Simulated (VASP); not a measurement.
# Rh (I4/mmm) in VASP: further runs

Rh is run at these levels: r2SCAN; tasks: single point.

Everything below comes from runs of VASP 6.6.1. Logs are shortened: lines on timing, memory, paths and dates and some standing lists are left out, and cuts for length are marked.

### 1 The cell of the first run

Symmetry: I4/mmm, No. 139, tetragonal system. The conventional cell has a = 2.722 Å, b = 2.722 Å, c = 3.742 Å, α = 90.00°, β = 90.00°, γ = 90.00°. Within 3.5 Å of Rh (site symmetry 4/mmm) lie 12 Rh at 2.68 to 2.72 Å.

### 2 Single point, r2SCAN

Input file POSCAR:

```
Rh
1.0
    3.8492788677      0.0000000000      0.0000000000
    0.0000000000      3.8492788677      0.0000000000
   -1.9246394338      0.0000000000      1.8707874033
Rh
2
Direct
    0.0000000000      0.0000000000      0.0000000000
    0.5000000000      0.5000000000      0.0000000000
```

Input file INCAR.step1:

```
SYSTEM = Rh
PREC = Accurate
ENCUT = 520
ISMEAR = 0
SIGMA = 0.1
LREAL = .False.
LASPH = .True.
NELM = 80
NBANDS = 22
GGA = PE
ALGO = Normal
EDIFF = 1E-4
LWAVE = .True.
LCHARG = .False.
```

Input file INCAR.step2:

```
SYSTEM = Rh
PREC = Accurate
ENCUT = 520
EDIFF = 1E-6
ISMEAR = 0
SIGMA = 0.1
LREAL = .False.
LASPH = .True.
NELM = 80
ALGO = Normal
ISIF = 2
LWAVE = .False.
LCHARG = .True.
METAGGA = R2SCAN
LMIXTAU = .True.
LELF = .True.
LVHAR = .True.
NBANDS = 22
ISTART = 1
```

Input file KPOINTS:

```
regular mesh
0
Gamma
  9 9 18
  0 0 0
```

Potentials or basis: VASP PAW PBE potentials, release 64 (Rh_pv).

Launch:

```console
cat potpaw_PBE.64/Rh_pv/POTCAR > POTCAR
cp INCAR.step1 INCAR
mpirun -np 1 vasp_std > vasp.out
cp INCAR.step2 INCAR
mpirun -np 1 vasp_std > vasp.out
```

OUTCAR:

```text
SYSTEM = Rh
   PREC = Accurate
   ENCUT = 520
   EDIFF = 1E-6
   ISMEAR = 0
   LREAL = .False.
   LASPH = .True.
   NELM = 80
   ISIF = 2
   METAGGA = R2SCAN
   ISTART = 1

 ion  position               nearest neighbor table
   1  0.000  0.000  0.000-   2 2.68   2 2.68   2 2.68   2 2.68   2 2.72   2 2.72   2 2.72   2 2.72

   2  0.500  0.500  0.000-   1 2.68   1 2.68   1 2.68   1 2.68   1 2.72   1 2.72   1 2.72   1 2.72

  LATTYP: Found a base centered orthorhombic cell.
 ALAT       =     3.7415748066
 B/A-ratio  =     1.0287857564
 C/A-ratio  =     1.0287857564

  Lattice vectors:

 A1 = (  -1.9246394338,   0.0000000000,   1.8707874033)
 A2 = (   1.9246394339,   0.0000000000,   1.8707874033)
 A3 = (   0.0000000000,   3.8492788677,   0.0000000000)

Analysis of symmetry for initial positions (statically):
=====================================================================
 Subroutine PRICEL returns following result:

  LATTYP: Found a body centered tetragonal cell.
 ALAT       =     2.7218511900
 C/A-ratio  =     1.3746434119

  Lattice vectors:

 A1 = (  -0.0000000000,   1.9246394339,  -1.8707874033)
 A2 = (  -0.0000000000,  -1.9246394338,  -1.8707874033)
 A3 = (  -1.9246394338,   0.0000000000,   1.8707874033)

   2 primitive cells build up your supercell.

 Routine SETGRP: Setting up the symmetry group for a
 base centered orthorhombic supercell.

 Subroutine GETGRP returns: Found  8 space group operations
 (whereof  8 operations were pure point group operations)
 out of a pool of  8 trial point group operations.

The static configuration has the point symmetry D_2h.

Analysis of symmetry for dynamics (positions and initial velocities):
=====================================================================
 Subroutine PRICEL returns following result:

  LATTYP: Found a body centered tetragonal cell.
 ALAT       =     2.7218511900
 C/A-ratio  =     1.3746434119

  Lattice vectors:

 A1 = (  -0.0000000000,   1.9246394339,  -1.8707874033)
 A2 = (  -0.0000000000,  -1.9246394338,  -1.8707874033)
 A3 = (  -1.9246394338,   0.0000000000,   1.8707874033)

   2 primitive cells build up your supercell.

 Routine SETGRP: Setting up the symmetry group for a
 base centered orthorhombic supercell.

 Subroutine GETGRP returns: Found  8 space group operations
 (whereof  8 operations were pure point group operations)
 out of a pool of  8 trial point group operations.

The dynamic configuration has the point symmetry D_2h.

 Subroutine INISYM returns: Found  8 space group operations
 (whereof  8 operations are pure point group operations),
 and found     2 'primitive' translations

----------------------------------------------------------------------------------------

                                     Primitive cell

  volume of cell :      13.8597

  direct lattice vectors                    reciprocal lattice vectors
    -0.000000000  1.924639434 -1.870787403    -0.259788920  0.259788920 -0.267267141
    -0.000000000 -1.924639434 -1.870787403    -0.259788920 -0.259788920 -0.267267141
    -1.924639434  0.000000000  1.870787403    -0.519577840  0.000000000  0.000000000

  length of vectors
     2.684042186  2.684042186  2.684042186     0.454326194  0.454326194  0.519577840

  position of ions in fractional coordinates (direct lattice)
     0.000000000  0.000000000  0.000000000

  ion indices of the primitive-cell ions
   primitive index   ion index
                 1           1

----------------------------------------------------------------------------------------

 KPOINTS: regular mesh

Automatic generation of k-mesh.
 Grid dimensions read from file:
 generate k-points for:    9    9   18

 Generating k-lattice:

  Cartesian coordinates                     Fractional coordinates (reciprocal lattice)
     0.028865436  0.000000000  0.029696349     0.111111111  0.000000000  0.000000000
     0.000000000  0.028865436  0.000000000     0.000000000  0.111111111  0.000000000
     0.000000000  0.000000000  0.029696349     0.000000000  0.000000000  0.055555556

  Length of vectors
     0.041413603  0.028865436  0.029696349

  Shift w.r.t. Gamma in fractional coordinates (k-lattice)
     0.000000000  0.000000000  0.000000000

 Subroutine IBZKPT returns following result:
 ===========================================

 Found    250 irreducible k-points:

 Following reciprocal coordinates:
            Coordinates               Weight
  0.000000  0.000000  0.000000      1.000000
  0.111111  0.000000  0.000000      4.000000
  0.222222  0.000000  0.000000      4.000000
  0.333333  0.000000  0.000000      4.000000
  0.444444  0.000000  0.000000      4.000000
  0.000000  0.111111  0.000000      2.000000
[... 16 lines left out ...]
  0.222222  0.444444  0.000000      8.000000
  0.333333  0.444444  0.000000      8.000000
 [... further k-points ...]
   k-points           NKPTS =    250   k-points in BZ     NKDIM =    250   number of bands    NBANDS=     22
   number of dos      NEDOS =    301   number of ions     NIONS =      2
   total plane-waves  NPLWV =  18000
   dimension x,y,z NGX =    30 NGY =   30 NGZ =   20
   dimension x,y,z NGXF=    60 NGYF=   60 NGZF=   40
   ions per type =               2
   NGX,Y,Z   is equivalent  to a cutoff of  12.96, 12.96, 12.39 a.u.
   NGXF,Y,Z  is equivalent  to a cutoff of  25.91, 25.91, 24.78 a.u.
 SYSTEM =  Rh
   PREC   = accura    normal or accurate (medium, high low for compatibility)
   ISTART =      1    job   : 0-new  1-cont  2-samecut
   ICHARG =      0    charge: 1-file 2-atom 10-const
   ISPIN  =      1    spin polarized calculation?
   LNONCOLLINEAR =      F non collinear calculations
   LSORBIT =      F    spin-orbit coupling
   LASPH  =      T    aspherical Exc in radial PAW
   ENCUT  =  520.0 eV  38.22 Ry    6.18 a.u.   7.16  7.16  4.99*2*pi/ulx,y,z
   NELM   =     80;   NELMIN=  2; NELMDL=  0     # of ELM steps
   EDIFF  = 0.1E-05   stopping-criterion for ELM
   LREAL  =      F    real-space projection
[... 7 lines left out ...]
   TEBEG  =    0.0;   TEEND  =   0.0 temperature during run
   PSTRESS=    0.0 pullay stress
   NELECT =      30.0000    total number of electrons
   NUPDOWN=      -1.0000    fix difference up-down
   EMIN   =  10.00;   EMAX   =-10.00  energy-range for DOS
   EFERMI =   0.00;   METHOD = LEGACY
   ISMEAR =     0;   SIGMA  =   0.10  broadening in eV -4-tet -1-fermi 0-gaus
   EFERMI_NEDOS =   21; number of points for ismear=-14 and -15
   IALGO  =     38    algorithm
   IMIX   =      4    mixing-type and parameters
     AMIX     =   0.40;   BMIX     =  1.00
     AMIX_MAG =   1.60;   BMIX_MAG =  1.00
  volume/ion in A,a.u.               =      13.86        93.53
  Fermi-wavevector in a.u.,A,eV,Ry     =   1.680819  3.176287 38.438517  2.825151
  Thomas-Fermi vector in A             =   2.764486
   LORBIT       =      0    0 simple, 1 ext, 2 COOP (PROOUT), +10 PAW based schemes
   METAGGA = R2SCAN    functional components
   LHFCALC =     F    Hartree Fock is set to
   AEXX    =    0.0000 exact exchange contribution
   IVDW    =     0    specifies the selected vdW correction
   LEPSILON=     F    determine dielectric tensor
   LRPA    =     F    only Hartree local field effects (RPA)
 non-spin polarized calculation
 Gauss-broadening in eV      SIGMA  =   0.10
  energy-cutoff  :      520.00
  volume of cell :       27.72
 maximum number of plane-waves:       760
 NGX is ok and might be reduce to    30
   NGX = 15   NGY = 15   NGZ =  9

 number of electron      30.0000014 magnetization

 Free energy of the ion-electron system (eV)
  ---------------------------------------------------
  ext. energy  EPLUGINS =         0.00000000
  ---------------------------------------------------
  free energy    TOTEN  =       -48.26905075 eV

  energy without entropy =      -48.25616560  energy(sigma->0) =      -48.26260817

 E-fermi :  11.5765     XC(G=0): -15.1453

 val. band max:       11.5746396822   @ k =   0.1111   0.1111   0.3889
 cond. band min:      11.5814091880   @ k =   0.2222   0.4444   0.1667
 fundamental gap:      0.0067695058
 Fermi energy:        11.5765308321

 k-point     1 :       0.0000    0.0000    0.0000
  band No.  band energies     occupation
      1     -36.9120      2.00000
      2     -36.4677      2.00000
      3     -36.4384      2.00000
      4     -36.1938      2.00000
      5     -36.1938      2.00000
      6     -36.1758      2.00000
[... 14 lines left out ...]
     21      25.8931      0.00000
     22      28.3225      0.00000

 k-point     2 :       0.1111    0.0000    0.0000
  band No.  band energies     occupation
      1     -36.8861      2.00000
      2     -36.4987      2.00000
      3     -36.4378      2.00000
      4     -36.2459      2.00000
      5     -36.2108      2.00000
      6     -36.1873      2.00000
[... 14 lines left out ...]
     21      26.4518      0.00000
     22      28.7947      0.00000

 k-point     3 :       0.2222    0.0000    0.0000
  band No.  band energies     occupation
      1     -36.8126      2.00000
      2     -36.6003      2.00000
      3     -36.4068      2.00000
      4     -36.3973      2.00000
      5     -36.2613      2.00000
      6     -36.2011      2.00000
[... 14 lines left out ...]
     21      28.3652      0.00000
     22      28.9803      0.00000

 k-point     4 :       0.3333    0.0000    0.0000
  band No.  band energies     occupation
      1     -36.7077      2.00000
      2     -36.7042      2.00000
      3     -36.5767      2.00000
      4     -36.3596      2.00000
      5     -36.3437      2.00000
      6     -36.2250      2.00000
[... 14 lines left out ...]
     21      28.2232      0.00000
     22      28.9802      0.00000

 k-point     5 :       0.4444    0.0000    0.0000
  band No.  band energies     occupation
      1     -36.7573      2.00000
      2     -36.7121      2.00000
      3     -36.5781      2.00000
      4     -36.4528      2.00000
      5     -36.3080      2.00000
      6     -36.2612      2.00000
[... 14 lines left out ...]
     21      26.2602      0.00000
     22      27.4299      0.00000

 k-point     6 :       0.0000    0.1111    0.0000
  band No.  band energies     occupation
      1     -36.8917      2.00000
      2     -36.4590      2.00000
      3     -36.4311      2.00000
      4     -36.2169      2.00000
      5     -36.2013      2.00000
      6     -36.1847      2.00000
[... 14 lines left out ...]
     21      26.2729      0.00000
     22      28.5689      0.00000

 k-point     7 :       0.1111    0.1111    0.0000
  band No.  band energies     occupation
      1     -36.8702      2.00000
      2     -36.4877      2.00000
      3     -36.4305      2.00000
      4     -36.2807      2.00000
      5     -36.2081      2.00000
      6     -36.1921      2.00000
[... 324 lines left out ...]
      6     -36.2669      2.00000
[... 14 lines left out ...]
     21      28.2861      0.00000
     22      28.3568      0.00000

 k-point    21 :       0.0000    0.4444    0.0000
  band No.  band energies     occupation
      1     -36.6268      2.00000
      2     -36.5023      2.00000
      3     -36.3482      2.00000
      4     -36.3380      2.00000
      5     -36.2975      2.00000
      6     -36.2955      2.00000
[... 14 lines left out ...]
     21      30.1281      0.00000
     22      30.2607      0.00000

 k-point    22 :       0.1111    0.4444    0.0000
  band No.  band energies     occupation
      1     -36.6578      2.00000
      2     -36.5534      2.00000
      3     -36.3520      2.00000
      4     -36.3371      2.00000
      5     -36.2974      2.00000
      6     -36.2915      2.00000
[... 14 lines left out ...]
     21      28.9800      0.00000
     22      29.0102      0.00000

 k-point    23 :       0.2222    0.4444    0.0000
  band No.  band energies     occupation
      1     -36.7509      2.00000
      2     -36.6830      2.00000
      3     -36.3571      2.00000
      4     -36.3210      2.00000
      5     -36.3000      2.00000
      6     -36.2794      2.00000
[... 14 lines left out ...]
     21      28.9798      0.00000
     22      28.9802      0.00000

 k-point    24 :       0.3333    0.4444    0.0000
  band No.  band energies     occupation
      1     -36.8684      2.00000
      2     -36.8308      2.00000
      3     -36.3454      2.00000
      4     -36.3034      2.00000
      5     -36.2992      2.00000
      6     -36.2700      2.00000
[... 14 lines left out ...]
     21      28.7005      0.00000
     22      28.7382      0.00000

 [... further k-points ...]
[... 5 lines left out ...]
  --------------------------------------------------------------------------------------
  -------------------------------------------------------------------------------------
  Total       -0.6637231     -0.6638678      0.5108720      0.0000000      0.0000000      0.0000000
  in kB      -38.3631575    -38.3715202     29.5283716      0.0000000      0.0000000      0.0000000
  external PRESSURE =     -15.7354354 kB  Pullay stress =       0.0000000 kB

 VOLUME and BASIS-vectors are now :
 -----------------------------------------------------------------------------
  energy-cutoff  :      520.00
  volume of cell :       27.72
      direct lattice vectors                 reciprocal lattice vectors
     3.849278868  0.000000000  0.000000000     0.259788920  0.000000000  0.267267141
     0.000000000  3.849278868  0.000000000     0.000000000  0.259788920  0.000000000
    -1.924639434  0.000000000  1.870787403     0.000000000  0.000000000  0.534534281

 POSITION                                       TOTAL-FORCE (eV/Angst)
 -----------------------------------------------------------------------------------
      0.00000      0.00000      0.00000         0.000000      0.000000      0.000000
      1.92464      1.92464      0.00000        -0.000000     -0.000000      0.000000
 -----------------------------------------------------------------------------------
    total drift:                                0.000000      0.000000     -0.000000

  FREE ENERGIE OF THE ION-ELECTRON SYSTEM (eV)
  ---------------------------------------------------
  free  energy   TOTEN  =       -48.2690507495 eV

  energy  without entropy=      -48.2561655950  energy(sigma->0) =      -48.26260817
```

Run time: 4.6 min. Hardware: 1 thread of Intel Xeon 6975P-C (Granite Rapids), shared host; peak memory 0.24 GiB.

Results:

```yaml
Free_energy: -48.2691 eV
Pressure: -1.6 GPa
Band_gap_on_the_k_mesh: zero (bands 15 and 16 overlap by 2.23 eV)
```

Stress tensor (GPa, compression positive):
```
-3.84  0.00  0.00
 0.00 -3.84  0.00
 0.00  0.00  2.95
```

Levels at points of the mesh, in eV from the Fermi level:
```tsv
k point	band 13	band 14	band 15	band 16	band 17	band 18
(0.00, 0.00, 0.00)	-1.24	-0.87	0.51	0.90	1.16	3.27
(0.00, 0.00, 0.50)	0.90	1.06	1.06	1.16	3.27	3.91
```

Caveat: the stress differs along the axes, from -4 to 3 GPa; the PAW data sets were made with another functional, which shifts forces and pressure a little.

### 3 Single point, r2SCAN

POSCAR is that of step 2.

Input file INCAR.step1:

```
PREC = Accurate
ENCUT = 520
ISMEAR = 0
SIGMA = 0.1
LREAL = F
LASPH = T
NELM = 100
NBANDS = 22
GGA = PE
ALGO = Normal
EDIFF = 1E-4
LWAVE = T
LCHARG = F
```

Input file INCAR.step2:

```
PREC = Accurate
ENCUT = 520
EDIFF = 1E-6
ISMEAR = 0
SIGMA = 0.1
LREAL = F
LASPH = T
NELM = 100
ALGO = Normal
ISIF = 2
LWAVE = F
LCHARG = F
METAGGA = R2SCAN
LMIXTAU = T
NBANDS = 22
ISTART = 1
```

Input file KPOINTS:

```
regular mesh
0
Gamma
  9 9 18
```

Potentials or basis: VASP PAW PBE potentials, release 64 (Rh_pv).

Launch:

```console
cat potpaw_PBE.64/Rh_pv/POTCAR > POTCAR
cp INCAR.step1 INCAR
mpirun -np 1 vasp_std > vasp.out
cp INCAR.step2 INCAR
mpirun -np 1 vasp_std > vasp.out
```

Wall time 4.3 min (1 thread of Intel Xeon 6975P-C (Granite Rapids), shared host); peak memory 0.24 GiB.

It converged, with:

- Free energy: -48.2691 eV
- Pressure: -1.6 GPa
- Band gap on the k mesh: zero (bands 15 and 16 overlap by 2.23 eV)

Stress tensor (GPa, compression positive):
```
-3.84  0.00  0.00
 0.00 -3.84  0.00
 0.00  0.00  2.95
```

Levels at points of the mesh, in eV from the Fermi level:
```tsv
k point	band 13	band 14	band 15	band 16	band 17	band 18
(0.00, 0.00, 0.00)	-1.24	-0.87	0.51	0.90	1.16	3.27
(0.00, 0.00, 0.50)	0.90	1.06	1.06	1.16	3.27	3.91
```

Caveat: the stress differs along the axes, from -4 to 3 GPa; the PAW data sets were made with another functional, which shifts forces and pressure a little.
